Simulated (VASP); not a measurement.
Write the native input for VASP 6.6.1 that does the following.

| Property | Result |
| --- | --- |
| Task | single point |
| Functional | PBE |
| Potentials or basis | VASP PAW PBE potentials, release 64 (Pb_d, Au, O) |
| Cutoff | 600 eV |
| k mesh | 7 × 7 × 7 |
| Occupations | fermi-dirac, width 0.1 eV |
| Spin | no spin polarisation |
| Dipole correction | no |
| Further INCAR settings | ALGO = Normal; EDIFF = 1e-06; NBANDS = 77 |

The structure of PbAu6O8 lies in POSCAR:

```
PbAu6O8
1.0
    0.0000000000      4.5264370000      4.5264370000
    4.5264370000      0.0000000000      4.5264370000
    4.5264370000      4.5264370000      0.0000000000
Pb Au O
1 6 8
Direct
    0.0000000000      0.0000000000      0.0000000000
    0.5000000000      0.0000000000      0.0000000000
    0.5000000000      0.0000000000      0.5000000000
    0.0000000000      0.5000000000      0.5000000000
    0.0000000000      0.5000000000      0.0000000000
    0.5000000000      0.5000000000      0.0000000000
    0.0000000000      0.0000000000      0.5000000000
    0.2500000000      0.2500000000      0.2500000000
    0.7500000000      0.7500000000      0.7500000000
    0.7480000000      0.2520000000      0.2520000000
    0.2520000000      0.7480000000      0.2520000000
    0.2520000000      0.7480000000      0.7480000000
    0.7480000000      0.2520000000      0.7480000000
    0.2520000000      0.2520000000      0.7480000000
    0.7480000000      0.7480000000      0.2520000000
```

These files were run (other wordings do the same):

INCAR

```
SYSTEM = PbAu6O8
  PREC = Accurate
  ENCUT = 600
  EDIFF = 1E-6
  ISMEAR = -1
  SIGMA = 0.1
  LREAL = .False.
  LASPH = .True.
  NELM = 120
  ALGO = Normal
  ISIF = 2
  LWAVE = .False.
  LCHARG = .True.
  GGA = PE
  LELF = .True.
  LVHAR = .True.
  NBANDS = 77
  GGA_COMPAT = .False.
```

KPOINTS

```
regular mesh
0
Gamma
  7 7 7
  0 0 0
```

Potentials or basis: VASP PAW PBE potentials, release 64 (Pb_d, Au, O).

Run with:

```console
$ cat potpaw_PBE.64/Pb_d/POTCAR potpaw_PBE.64/Au/POTCAR potpaw_PBE.64/O/POTCAR > POTCAR
$ mpirun -np 1 vasp_std > vasp.out
```

It gave:

The pressure is 22.6 GPa. The largest force is 0.502 eV/Å and the band gap on the k mesh is zero (bands 64 and 65 overlap by 1.26 eV).

Caveat: the cell stands under pressure; spin-orbit coupling is left out, which moves the levels of the heavy elements.

Wall time 24 min on 1 thread of Intel Xeon 8259CL (shared host), peak memory 0.57 GiB.
